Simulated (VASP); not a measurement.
# Ga8N7 (a cell with a defect) in VASP: notebook

The runs below take Ga8N7 (a cell with a defect) through single point, with PBE.

Program: VASP 6.6.1. These are calculated values, not measurements. Logs are shortened: lines on timing, memory, paths and dates and some standing lists are left out, and cuts for length are marked.

### Step 1. The cell of the first run

The cell holds a defect, 15 atoms: a = 6.351 Å, b = 6.351 Å, c = 5.165 Å, α = 90.00°, β = 90.00°, γ = 60.00°.

### Step 2. Single point, PBE

INCAR reads:

```
SYSTEM = Ga8N7
PREC = Accurate
ENCUT = 520
EDIFF = 1E-7
ISMEAR = 1
SIGMA = 0.15
LREAL = Auto
LASPH = .True.
NELM = 60
ALGO = Normal
ISIF = 2
LWAVE = .False.
LCHARG = .False.
GGA = PE
NBANDS = 82
```

KPOINTS reads:

```
Automatic mesh
0
Gamma
  3 3 3
  0 0 0
```

POSCAR reads:

```
Ga8N7
1.0
    3.1753554400      5.4998769600      0.0000000000
   -3.1753554400      5.4998769600      0.0000000000
    0.0000000000      0.0000000000      5.1651790000
Ga N
8 7
Direct
    0.3466888819      0.3211320579      0.0074440789
    0.1757632110      0.1756328319      0.5281743382
    0.3632558386      0.7900486892      0.0423541953
    0.1554585757      0.6830363640      0.5118548650
    0.8568626907      0.3067315218     -0.0848894104
    0.6628992309      0.1927210010      0.4752427747
    0.8343883602      0.8156698258     -0.0062044316
    0.6770302090      0.6682302493      0.5074921895
    0.3199670562      0.3510246817      0.3820034117
    0.2082624557      0.1251590032      0.9020363089
    0.3140507883      0.8571748676      0.4120840730
    0.1717139848      0.6528579162      0.8857087044
    0.6699810133      0.1428831713      0.8526732568
    0.8287034824      0.8577389721      0.3660591434
    0.6779188398      0.5068060273      1.1853505948
```

Potentials or basis: VASP PAW PBE potentials, release 64 (Ga_d, N).

Run with:

```bash
> cat potpaw_PBE.64/Ga_d/POTCAR potpaw_PBE.64/N/POTCAR > POTCAR
> mpirun -np 1 vasp_std > vasp.out
```

OUTCAR:

```text
SYSTEM = Ga8N7
   PREC = Accurate
   ENCUT = 520
   EDIFF = 1E-7
   ISMEAR = 1
   LREAL = Auto
   LASPH = .True.
   NELM = 60
   ISIF = 2
   GGA = PE

 ion  position               nearest neighbor table
   1  0.347  0.321  0.007-  10 1.93  12 1.93   9 1.94  13 1.95
   2  0.176  0.176  0.528-  11 1.86   9 1.92  10 1.95   5 2.67
   3  0.363  0.790  0.042-  11 1.95  10 1.98  12 1.99  15 2.04
   4  0.155  0.683  0.512-  11 1.90  12 1.94   9 1.95  14 1.95
   5  0.857  0.307  0.915-  15 1.85  10 1.93  13 1.96   2 2.67   6 2.85   8 2.90
   6  0.663  0.193  0.475-  14 1.93   9 1.95  13 1.97   5 2.85
   7  0.834  0.816  0.994-  12 1.94  14 1.94  13 1.94
   8  0.677  0.668  0.507-  15 1.95  14 2.02  11 2.06   5 2.90
   9  0.320  0.351  0.382-   2 1.92   1 1.94   4 1.95   6 1.95
  10  0.208  0.125  0.902-   1 1.93   5 1.93   2 1.95   3 1.98
  11  0.314  0.857  0.412-   2 1.86   4 1.90   3 1.95   8 2.06
  12  0.172  0.653  0.886-   1 1.93   7 1.94   4 1.94   3 1.99
  13  0.670  0.143  0.853-   7 1.94   1 1.95   5 1.96   6 1.97
  14  0.829  0.858  0.366-   6 1.93   7 1.94   4 1.95   8 2.02
  15  0.678  0.507  0.185-   5 1.85   8 1.95   3 2.04

  LATTYP: Found a hexagonal cell.
 ALAT       =     6.3507108850
 C/A-ratio  =     0.8133229639

  Lattice vectors:

 A1 = (   3.1753554400,  -5.4998769600,   0.0000000000)
 A2 = (   3.1753554400,   5.4998769600,   0.0000000000)
 A3 = (   0.0000000000,   0.0000000000,   5.1651790000)

Analysis of symmetry for initial positions (statically):
=====================================================================
 Subroutine PRICEL returns:
 Original cell was already a primitive cell.

 Routine SETGRP: Setting up the symmetry group for a
 hexagonal supercell.

 Subroutine GETGRP returns: Found  1 space group operations
 (whereof  1 operations were pure point group operations)
 out of a pool of 24 trial point group operations.

The static configuration has the point symmetry C_1 .

Analysis of symmetry for dynamics (positions and initial velocities):
=====================================================================
 Subroutine PRICEL returns:
 Original cell was already a primitive cell.

 Routine SETGRP: Setting up the symmetry group for a
 hexagonal supercell.

 Subroutine GETGRP returns: Found  1 space group operations
 (whereof  1 operations were pure point group operations)
 out of a pool of 24 trial point group operations.
[... 130 lines left out ...]
   EFERMI =   0.00;   METHOD = LEGACY
   ISMEAR =     1;   SIGMA  =   0.15  broadening in eV -4-tet -1-fermi 0-gaus
   EFERMI_NEDOS =   21; number of points for ismear=-14 and -15
   IALGO  =     38    algorithm
   IMIX   =      4    mixing-type and parameters
     AMIX     =   0.40;   BMIX     =  1.00
     AMIX_MAG =   1.60;   BMIX_MAG =  1.00
  volume/ion in A,a.u.               =      12.03        81.16
  Fermi-wavevector in a.u.,A,eV,Ry     =   1.500812  2.836123 30.646248  2.252436
  Thomas-Fermi vector in A             =   2.612264
   LORBIT       =      0    0 simple, 1 ext, 2 COOP (PROOUT), +10 PAW based schemes
   GGA     = PE    functional components
   LHFCALC =     F    Hartree Fock is set to
   AEXX    =    0.0000 exact exchange contribution
   IVDW    =     0    specifies the selected vdW correction
   LEPSILON=     F    determine dielectric tensor
   LRPA    =     F    only Hartree local field effects (RPA)
 non-spin polarized calculation
 Methfessel and Paxton  Order N= 1 SIGMA  =   0.15
  energy-cutoff  :      520.00
  volume of cell :      180.41
 maximum number of plane-waves:      4933
   NGX = 23   NGY = 23   NGZ = 19

 number of electron     139.0000001 magnetization

 Free energy of the ion-electron system (eV)
  ---------------------------------------------------
  ext. energy  EPLUGINS =         0.00000000
  ---------------------------------------------------
  free energy    TOTEN  =       -82.78842482 eV

  energy without entropy =      -82.77482115  energy(sigma->0) =      -82.78389026

 E-fermi :   6.5965     XC(G=0): -11.5857

 val. band max:        6.5648731697   @ k =  -0.3333   0.0000   0.3333
 cond. band min:       6.6063218737   @ k =   0.3333  -0.0000   0.3333
 fundamental gap:      0.0414487041
 Fermi energy:         6.5964609480

 k-point     1 :       0.0000    0.0000    0.0000
  band No.  band energies     occupation
      1     -10.8841      2.00000
      2     -10.0929      2.00000
      3     -10.0651      2.00000
      4     -10.0470      2.00000
      5      -9.9594      2.00000
      6      -9.8812      2.00000
[... 1165 lines left out ...]
     80      12.2978      0.00000
     81      12.5403      0.00000
 [bands above 81 left out]

------------------------ aborting loop because EDIFF is reached ----------------------------------------

  FORCE on cell =-STRESS in cart. coord.  units (eV):
  Direction    XX          YY          ZZ          XY          YZ          ZX
  --------------------------------------------------------------------------------------
  -------------------------------------------------------------------------------------
  Total        7.2161355      6.3790327     11.2531291     -0.2864496      2.4444474     -6.4049324
  in kB       64.0847318     56.6506265     99.9362828     -2.5438890     21.7085386    -56.8806360
  external PRESSURE =      73.5572137 kB  Pullay stress =       0.0000000 kB

 VOLUME and BASIS-vectors are now :
 -----------------------------------------------------------------------------
  energy-cutoff  :      520.00
  volume of cell :      180.41
      direct lattice vectors                 reciprocal lattice vectors
     3.175355440  5.499876960  0.000000000     0.157462687  0.090911125  0.000000000
    -3.175355440  5.499876960  0.000000000    -0.157462687  0.090911125  0.000000000
     0.000000000  0.000000000  5.165179000     0.000000000  0.000000000  0.193604133

 POSITION                                       TOTAL-FORCE (eV/Angst)
 -----------------------------------------------------------------------------------
      0.08115      3.67293      0.03845        -0.036359      0.000300     -0.011837
      0.00041      1.93264      2.72812         0.015522     -0.004931     -0.002918
     -1.35522      6.34303      0.21877        -0.047232     -0.012843     -0.047593
     -1.67525      4.61162      2.64382         0.023610     -0.022846      0.017518
      1.74686      6.39963      4.72671        -0.000945      0.018161     -0.020116
      1.49298      4.70581      2.45471        -0.019143     -0.035378     -0.013176
      0.05944      9.07512      5.13313         0.034023      0.025926     -0.004996
      0.02794      7.39877      2.62129        -0.006744     -0.003542      0.017829
     -0.09862      3.69037      1.97312         0.009804     -0.012604      0.032628
      0.26388      1.83378      4.65918         0.002961     -0.017865     -0.004605
     -1.72461      6.44160      2.12849        -0.023907      0.034052      0.030911
     -1.52780      4.53504      4.57484        -0.015483     -0.011838     -0.019959
      1.67372      4.47065      4.40421         0.033913      0.022697     -0.015244
     -0.09220      9.27523      1.89076        -0.004225      0.001932      0.023316
      0.54334      6.51584      0.95737         0.034204      0.018781      0.018241
 -----------------------------------------------------------------------------------
    total drift:                                0.004492      0.000785     -0.001317

  FREE ENERGIE OF THE ION-ELECTRON SYSTEM (eV)
  ---------------------------------------------------
  free  energy   TOTEN  =       -82.7884248167 eV

  energy  without entropy=      -82.7748211520  energy(sigma->0) =      -82.78389026
```

Run time: 7.5 min. Hardware: 1 thread of AMD EPYC 9R14 (Zen 4), shared host; peak memory 0.32 GiB.

What came out:

* Free energy: -82.7884 eV
* Pressure: 7.4 GPa
* Largest force: 0.068 eV/Å
* Band gap on the k mesh: zero (an odd number of electrons rules out a gap without spin polarisation)

Forces in eV/Å, atoms in the order of the input:
```
Ga  -0.036  0.000 -0.012
Ga   0.016 -0.005 -0.003
Ga  -0.047 -0.013 -0.048
Ga   0.024 -0.023  0.018
Ga  -0.001  0.018 -0.020
Ga  -0.019 -0.035 -0.013
Ga   0.034  0.026 -0.005
Ga  -0.007 -0.004  0.018
N    0.010 -0.013  0.033
N    0.003 -0.018 -0.005
N   -0.024  0.034  0.031
N   -0.015 -0.012 -0.020
N    0.034  0.023 -0.015
N   -0.004  0.002  0.023
N    0.034  0.019  0.018
```

Caveat: the k points lie up to 0.41 Å⁻¹ apart, too coarse for converged energies and pressures of a metal.

### Step 3. Single point, PBE

INCAR reads:

```
SYSTEM = Ga8N7
PREC     = Accurate       ! precision mode
ENCUT    = 520            ! plane-wave cutoff, eV
EDIFF    = 1E-6           ! SCF threshold, eV
ISMEAR   = 1              ! smearing method
SIGMA    = 0.15           ! smearing width, eV
LREAL    = Auto         
LASPH    = .TRUE.         ! aspherical terms in the spheres
NELM     = 100            ! most SCF steps
ALGO     = Normal         ! electronic algorithm
ISIF     = 2              ! what is computed and relaxed
LWAVE    = .FALSE.        ! write WAVECAR
LCHARG   = .FALSE.        ! write CHGCAR
GGA      = PE             ! functional
NBANDS   = 82             ! bands
```

KPOINTS reads:

```
regular mesh
0
G
  3 3 3
  0 0 0
```

POSCAR reads:

```
Ga8N7
1.0
    3.1753554400      5.4998769600      0.0000000000
   -3.1753554400      5.4998769600      0.0000000000
    0.0000000000      0.0000000000      5.1651790000
Ga N
8 7
Direct
    0.3435025110      0.3218838288      0.0041402244
    0.1620231139      0.1795839827      0.5098775860
    0.3559916415      0.8100784445      0.0282373563
    0.1596614768      0.6766177770      0.5108982670
    0.8422913535      0.3261960593     -0.0655458407
    0.6616832573      0.1883923051      0.4740765034
    0.8281129254      0.8228738269     -0.0037820567
    0.6719863559      0.6711889649      0.5191396077
    0.3201001353      0.3458956727      0.3796176280
    0.1924187361      0.1399887001      0.8862099455
    0.3230182557      0.8482010365      0.4035862068
    0.1724398655      0.6568517775      0.8882243965
    0.6704146545      0.1517508290      0.8535843579
    0.8289086305      0.8473963246      0.3740336976
    0.7572024388      0.4049086496      1.2877154887
```

Potentials or basis: VASP PAW PBE potentials, release 64 (Ga_d, N).

Run with:

```bash
> cat potpaw_PBE.64/Ga_d/POTCAR potpaw_PBE.64/N/POTCAR > POTCAR
> mpirun -np 1 vasp_std > vasp.out
```

Wall time 8 min (1 thread of AMD EPYC 9R14 (Zen 4), shared host); peak memory 0.32 GiB.

The run converged. Its results:

```
Free energy            : -84.0397 eV
Pressure               : 5.5 GPa
Largest force          : 2.437 eV/Å
Band gap on the k mesh : zero (an odd number of electrons rules out a gap without spin polarisation)
```

Forces in eV/Å, atoms in the order of the input:
```
Ga  -0.129 -0.005 -0.152
Ga  -0.233 -0.128 -0.400
Ga  -0.338  0.239 -0.338
Ga   0.061 -0.019 -0.099
Ga  -0.384  0.133  0.229
Ga  -0.019 -0.086 -0.120
Ga  -0.178  0.064 -0.050
Ga  -0.138  0.019  0.103
N   -0.013 -0.068 -0.126
N   -0.382 -0.011 -0.353
N    0.125  0.034 -0.206
N   -0.084  0.113 -0.071
N   -0.131  0.221 -0.093
N    0.052 -0.161  0.059
N    1.791 -0.346  1.616
```

Stress tensor (GPa, compression positive):
```
 5.86 -2.19 -4.08
-2.19  4.74  1.79
-4.08  1.79  5.84
```

Levels at points of the mesh, in eV from the Fermi level:
```
           k point  band 66  band 67  band 68  band 69  band 70  band 71  band 72  band 73
(0.00, 0.00, 0.00)    -2.65    -2.40    -2.14    -1.77     0.67     1.05     1.74     2.24
```

Caveat: the k points lie up to 0.41 Å⁻¹ apart, too coarse for converged energies and pressures of a metal.
